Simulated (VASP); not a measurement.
# BaTiO3 (Amm2) in VASP: single point with PBE

Aim: the single point of BaTiO3 with PBE.

All numbers are computed with VASP 6.6.1; they aren't measurements. Logs are shortened: lines on timing, memory, paths and dates and some standing lists are left out, and cuts for length are marked.

## 1. The cell of the first run

Symmetry: Amm2, No. 38, orthorhombic system. The conventional cell has a = 3.973 Å, b = 5.781 Å, c = 5.831 Å, α = 90.00°, β = 90.00°, γ = 90.00°. Within 3.7 Å of Ba (site symmetry mm2) lie 12 O at 2.77 to 3.06 Å and 8 Ti at 3.45 to 3.61 Å. Within 2.5 Å of Ti (site symmetry mm2) lie 6 O at 1.85 to 2.27 Å. O (site symmetry m) has 2 Ti at 1.85 to 2.27 Å within 2.5 Å. O (site symmetry mm2) has 2 Ti at 2.00 Å and 3 Ba at 2.77 to 2.89 Å and 8 O at 2.82 to 2.89 Å within 2.9 Å.

## 2. Single point, PBE

File INCAR:

```
SYSTEM = BaTiO3
PREC = Accurate ; ENCUT = 520
EDIFF = 1E-6 ; ISMEAR = 0
SIGMA = 0.02 ; LREAL = .False.
LASPH = .True. ; NELM = 60
ALGO = Normal ; ISIF = 2
LWAVE = .False. ; LCHARG = .False.
GGA = PE ; NBANDS = 28
```

File KPOINTS:

```
Automatic mesh
0
Gamma
  6 6 6
  0 0 0
```

File POSCAR:

```
BaTiO3
1.0
    3.9725052574      0.0000000000      0.0000000000
    0.0000000000      2.8904445088      2.9153854155
    0.0000000000     -2.8904445088      2.9153854155
Ba Ti O
1 1 3
Direct
    0.0000000000      0.0082750946      0.0082750946
    0.5000000000      0.5244580684      0.5244580684
    0.5000000000      0.9731675953      0.4899429154
    0.5000000000      0.4899429154      0.9731675953
    0.0000000000      0.4840563263      0.4840563263
```

Potentials or basis: VASP PAW PBE potentials, release 64 (Ba_sv, Ti_sv, O).

On the command line:

```bash
cat potpaw_PBE.64/Ba_sv/POTCAR potpaw_PBE.64/Ti_sv/POTCAR potpaw_PBE.64/O/POTCAR > POTCAR
mpirun -np 1 vasp_std > vasp.out
```

OUTCAR:

```text
SYSTEM = BaTiO3
   PREC = Accurate
   ENCUT = 520
   EDIFF = 1E-6
   ISMEAR = 0
   LREAL = .False.
   LASPH = .True.
   NELM = 60
   ISIF = 2
   GGA = PE

 ion  position               nearest neighbor table
   1  0.000  0.008  0.008-   5 2.77   4 2.81   3 2.81   3 2.81   4 2.81   5 2.89   5 2.89   4 2.92
                             3 2.92   3 2.92   4 2.92   5 3.06   2 3.45   2 3.45   2 3.51   2 3.51
   2  0.500  0.524  0.524-   3 1.85   4 1.85   5 2.00   5 2.00   3 2.27   4 2.27   1 3.45   1 3.45
                             1 3.51   1 3.51   1 3.51   1 3.51   1 3.61   1 3.61
   3  0.500  0.973  0.490-   2 1.85   2 2.27   1 2.81   1 2.81   1 2.92   1 2.92
   4  0.500  0.490  0.973-   2 1.85   2 2.27   1 2.81   1 2.81   1 2.92   1 2.92
   5  0.000  0.484  0.484-   2 2.00   2 2.00   1 2.77   1 2.89   1 2.89   1 3.06

  LATTYP: Found a base centered orthorhombic cell.
 ALAT       =     5.7808890176
 B/A-ratio  =     1.0086287443
 C/A-ratio  =     0.6871789521

  Lattice vectors:

 A1 = (   0.0000000000,   2.8904445088,  -2.9153854155)
 A2 = (   0.0000000000,   2.8904445088,   2.9153854155)
 A3 = (   3.9725052574,   0.0000000000,   0.0000000000)

Analysis of symmetry for initial positions (statically):
=====================================================================
 Subroutine PRICEL returns:
 Original cell was already a primitive cell.

 Routine SETGRP: Setting up the symmetry group for a
 base centered orthorhombic supercell.

 Subroutine GETGRP returns: Found  4 space group operations
 (whereof  4 operations were pure point group operations)
 out of a pool of  8 trial point group operations.

The static configuration has the point symmetry C_2v.

Analysis of symmetry for dynamics (positions and initial velocities):
=====================================================================
 Subroutine PRICEL returns:
 Original cell was already a primitive cell.

 Routine SETGRP: Setting up the symmetry group for a
 base centered orthorhombic supercell.

 Subroutine GETGRP returns: Found  4 space group operations
 (whereof  4 operations were pure point group operations)
 out of a pool of  8 trial point group operations.

The dynamic configuration has the point symmetry C_2v.

 Subroutine INISYM returns: Found  4 space group operations
 (whereof  4 operations are pure point group operations),
 and found     1 'primitive' translations

----------------------------------------------------------------------------------------

                                     Primitive cell

  volume of cell :      66.9507

  direct lattice vectors                    reciprocal lattice vectors
     3.972505257  0.000000000  0.000000000     0.251730315  0.000000000  0.000000000
     0.000000000  2.890444509  2.915385415     0.000000000  0.172983774  0.171503911
     0.000000000 -2.890444509  2.915385415     0.000000000 -0.172983774  0.171503911

  length of vectors
     3.972505257  4.105379590  4.105379590     0.251730315  0.243591826  0.243591826

  position of ions in fractional coordinates (direct lattice)
     0.000000000  0.008275095  0.008275095
     0.500000000  0.524458068  0.524458068
     0.500000000  0.973167595  0.489942915
     0.500000000  0.489942915  0.973167595
     0.000000000  0.484056326  0.484056326

  ion indices of the primitive-cell ions
   primitive index   ion index
                 1           1
                 2           2
                 3           3
                 4           4
                 5           5

----------------------------------------------------------------------------------------

 KPOINTS: Automatic mesh

Automatic generation of k-mesh.
 Grid dimensions read from file:
 generate k-points for:    6    6    6

 Generating k-lattice:

  Cartesian coordinates                     Fractional coordinates (reciprocal lattice)
     0.041955053  0.000000000  0.000000000     0.166666667  0.000000000  0.000000000
     0.000000000  0.028830629  0.028583985     0.000000000  0.166666667 -0.000000000
     0.000000000 -0.028830629  0.028583985     0.000000000 -0.000000000  0.166666667

  Length of vectors
     0.041955053  0.040598638  0.040598638

  Shift w.r.t. Gamma in fractional coordinates (k-lattice)
     0.000000000  0.000000000  0.000000000

 Subroutine IBZKPT returns following result:
 ===========================================

 Found     52 irreducible k-points:

 Following reciprocal coordinates:
            Coordinates               Weight
  0.000000  0.000000  0.000000      1.000000
  0.166667  0.000000  0.000000      2.000000
  0.333333  0.000000  0.000000      2.000000
  0.500000  0.000000  0.000000      1.000000
  0.000000  0.166667 -0.000000      4.000000
  0.166667  0.166667 -0.000000      8.000000
[... 16 lines left out ...]
  0.333333  0.333333  0.166667      8.000000
  0.500000  0.333333  0.166667      4.000000
 [... further k-points ...]
   k-points           NKPTS =     52   k-points in BZ     NKDIM =     52   number of bands    NBANDS=     28
   number of dos      NEDOS =    301   number of ions     NIONS =      5
   total plane-waves  NPLWV =  30720
   dimension x,y,z NGX =    30 NGY =   32 NGZ =   32
   dimension x,y,z NGXF=    60 NGYF=   64 NGZF=   64
   ions per type =               1   1   3
   NGX,Y,Z   is equivalent  to a cutoff of  12.55, 12.96, 12.96 a.u.
   NGXF,Y,Z  is equivalent  to a cutoff of  25.11, 25.92, 25.92 a.u.
 SYSTEM =  BaTiO3
   PREC   = accura    normal or accurate (medium, high low for compatibility)
   ISTART =      0    job   : 0-new  1-cont  2-samecut
   ICHARG =      2    charge: 1-file 2-atom 10-const
   ISPIN  =      1    spin polarized calculation?
   LNONCOLLINEAR =      F non collinear calculations
   LSORBIT =      F    spin-orbit coupling
   LASPH  =      T    aspherical Exc in radial PAW
   ENCUT  =  520.0 eV  38.22 Ry    6.18 a.u.   7.39  7.63  7.63*2*pi/ulx,y,z
   NELM   =     60;   NELMIN=  2; NELMDL= -5     # of ELM steps
   EDIFF  = 0.1E-05   stopping-criterion for ELM
   LREAL  =      F    real-space projection
   EDIFFG = 0.1E-04   stopping-criterion for IOM
   NSW    =      0    number of steps for IOM
   IBRION =     -1    ionic relax: 0-MD 1-quasi-New 2-CG
   NFREE  =      0    steps in history (QN), initial steepest desc. (CG)
   ISIF   =      2    stress and relaxation
   ISYM   =      2    0-nonsym 1-usesym 2-fastsym
   POTIM  = 0.5000    time-step for ionic-motion
   TEBEG  =    0.0;   TEEND  =   0.0 temperature during run
   PSTRESS=    0.0 pullay stress
   NELECT =      40.0000    total number of electrons
   NUPDOWN=      -1.0000    fix difference up-down
   EMIN   =  10.00;   EMAX   =-10.00  energy-range for DOS
   EFERMI =   0.00;   METHOD = LEGACY
   ISMEAR =     0;   SIGMA  =   0.02  broadening in eV -4-tet -1-fermi 0-gaus
   EFERMI_NEDOS =   21; number of points for ismear=-14 and -15
   IALGO  =     38    algorithm
   IMIX   =      4    mixing-type and parameters
     AMIX     =   0.40;   BMIX     =  1.00
     AMIX_MAG =   1.60;   BMIX_MAG =  1.00
  volume/ion in A,a.u.               =      13.39        90.36
  Fermi-wavevector in a.u.,A,eV,Ry     =   1.378827  2.605605 25.866907  1.901164
  Thomas-Fermi vector in A             =   2.503853
   LORBIT       =      0    0 simple, 1 ext, 2 COOP (PROOUT), +10 PAW based schemes
   GGA     = PE    functional components
   LHFCALC =     F    Hartree Fock is set to
   AEXX    =    0.0000 exact exchange contribution
   IVDW    =     0    specifies the selected vdW correction
   LEPSILON=     F    determine dielectric tensor
   LRPA    =     F    only Hartree local field effects (RPA)
 non-spin polarized calculation
 Gauss-broadening in eV      SIGMA  =   0.02
  energy-cutoff  :      520.00
  volume of cell :       66.95
 maximum number of plane-waves:      1823
 NGX is ok and might be reduce to    30
   NGX = 15   NGY = 15   NGZ = 15

 number of electron      39.9999988 magnetization

 Free energy of the ion-electron system (eV)
  ---------------------------------------------------
  ext. energy  EPLUGINS =         0.00000000
  ---------------------------------------------------
  free energy    TOTEN  =       -40.05260218 eV

  energy without entropy =      -40.05260218  energy(sigma->0) =      -40.05260218

 E-fermi :   3.7906     XC(G=0): -11.0039

 val. band max:        3.5031567171   @ k =   0.5000   0.5000   0.5000
 cond. band min:       5.8489786442   @ k =   0.0000   0.0000   0.0000
 fundamental gap:      2.3458219271
 Fermi energy:         3.7906078592

 k-point     1 :       0.0000    0.0000    0.0000
  band No.  band energies     occupation
      1     -52.8729      2.00000
      2     -29.1548      2.00000
      3     -29.1531      2.00000
      4     -29.0695      2.00000
      5     -21.4792      2.00000
      6     -13.2817      2.00000
[... 20 lines left out ...]
     27       8.6763      0.00000
     28      10.3308      0.00000

 k-point     2 :       0.1667    0.0000    0.0000
  band No.  band energies     occupation
      1     -52.8726      2.00000
      2     -29.1543      2.00000
      3     -29.1526      2.00000
      4     -29.0834      2.00000
      5     -21.4521      2.00000
      6     -13.2902      2.00000
[... 20 lines left out ...]
     27       9.1621      0.00000
     28      10.9949      0.00000

 k-point     3 :       0.3333    0.0000    0.0000
  band No.  band energies     occupation
      1     -52.8720      2.00000
      2     -29.1532      2.00000
      3     -29.1515      2.00000
      4     -29.1110      2.00000
      5     -21.3969      2.00000
      6     -13.3832      2.00000
[... 20 lines left out ...]
     27      10.1479      0.00000
     28      11.5672      0.00000

 k-point     4 :       0.5000    0.0000    0.0000
  band No.  band energies     occupation
      1     -52.8718      2.00000
      2     -29.1525      2.00000
      3     -29.1510      2.00000
      4     -29.1248      2.00000
      5     -21.3688      2.00000
      6     -13.4519      2.00000
[... 578 lines left out ...]
     27      10.8185      0.00000
     28      11.6489      0.00000

 k-point    23 :       0.3333    0.3333    0.1667
  band No.  band energies     occupation
      1     -52.8714      2.00000
      2     -29.1799      2.00000
      3     -29.1605      2.00000
      4     -29.1089      2.00000
      5     -21.3372      2.00000
      6     -13.0466      2.00000
[... 20 lines left out ...]
     27      11.4477      0.00000
     28      11.6146      0.00000

 k-point    24 :       0.5000    0.3333    0.1667
  band No.  band energies     occupation
      1     -52.8711      2.00000
      2     -29.1791      2.00000
      3     -29.1599      2.00000
      4     -29.1224      2.00000
      5     -21.3161      2.00000
      6     -13.0036      2.00000
[... 20 lines left out ...]
     27      11.4856      0.00000
     28      11.8416      0.00000

 [... further k-points ...]
[... 5 lines left out ...]
  --------------------------------------------------------------------------------------
  -------------------------------------------------------------------------------------
  Total        0.6390577      0.6738590      0.6519921      0.0000000      0.0000000      0.0000000
  in kB       15.2931018     16.1259217     15.6026308      0.0000000      0.0000000      0.0000000
  external PRESSURE =      15.6738847 kB  Pullay stress =       0.0000000 kB

 VOLUME and BASIS-vectors are now :
 -----------------------------------------------------------------------------
  energy-cutoff  :      520.00
  volume of cell :       66.95
      direct lattice vectors                 reciprocal lattice vectors
     3.972505257  0.000000000  0.000000000     0.251730315  0.000000000  0.000000000
     0.000000000  2.890444509  2.915385415     0.000000000  0.172983774  0.171503911
     0.000000000 -2.890444509  2.915385415     0.000000000 -0.172983774  0.171503911

 POSITION                                       TOTAL-FORCE (eV/Angst)
 -----------------------------------------------------------------------------------
      0.00000      0.00000      0.04825         0.000000      0.000000     -0.045779
      1.98625      0.00000      3.05799         0.000000      0.000000     -0.087614
      1.98625      1.39673      4.26553         0.000000      0.035200      0.056111
      1.98625     -1.39673      4.26553         0.000000     -0.035200      0.056111
      0.00000      0.00000      2.82242         0.000000      0.000000      0.021171
 -----------------------------------------------------------------------------------
    total drift:                                0.000000     -0.000000     -0.000380

  FREE ENERGIE OF THE ION-ELECTRON SYSTEM (eV)
  ---------------------------------------------------
  free  energy   TOTEN  =       -40.0526021827 eV

  energy  without entropy=      -40.0526021827  energy(sigma->0) =      -40.05260218
```

Run time: 2.2 min. Hardware: 1 thread of Intel Xeon Platinum 8375C at 2.90GHz (Ice Lake), shared host; peak memory 0.24 GiB.

What came out:

* Free energy: -40.0526 eV
* Pressure: 1.6 GPa
* Largest force: 0.088 eV/Å
* Band gap on the k mesh: 2.35 eV (least direct gap 2.89 eV)

Forces on the atoms (eV/Å):
```
Ba   0.000  0.000 -0.046
Ti   0.000  0.000 -0.088
O    0.000  0.035  0.056
O    0.000 -0.035  0.056
O    0.000  0.000  0.021
```

Caveat: spin-orbit coupling is left out, which moves the levels of the heavy elements. A k mesh can miss the band edges.
